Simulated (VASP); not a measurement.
Input of a VASP 6.6.1 run:

INCAR

```
SYSTEM = Hf
  ALGO = Normal
  EDIFF = 1E-6
  ENCUT = 500
  GGA = PE
  GGA_COMPAT = .False.
  ISIF = 2
  ISMEAR = 1
  LASPH = .True.
  LCHARG = .False.
  LREAL = .False.
  LWAVE = .False.
  NBANDS = 11
  NELM = 120
  PREC = Accurate
  SIGMA = 0.5
```

KPOINTS

```
k-points
0
Gamma
  10 10 10
  0 0 0
```

Contents of POSCAR:

```
Hf
1.0
   -1.8050000000      1.8050000000      1.8050000000
    1.8050000000     -1.8050000000      1.8050000000
    1.8050000000      1.8050000000     -1.8050000000
Hf
1
Direct
    0.0000000000      0.0000000000      0.0000000000
```

Potentials or basis: VASP PAW PBE potentials, release 64 (Hf_pv).

Command:

```console
$ cat potpaw_PBE.64/Hf_pv/POTCAR > POTCAR
$ mpirun -np 1 vasp_std > vasp.out
```

Estimate the pressure.

-5.1 GPa.

What does it give for the band gap on the k mesh?

Zero (bands 5 and 6 overlap by 2.19 eV).

Caveat: the cell stands under tension; spin-orbit coupling is left out, which moves the levels of the heavy elements.
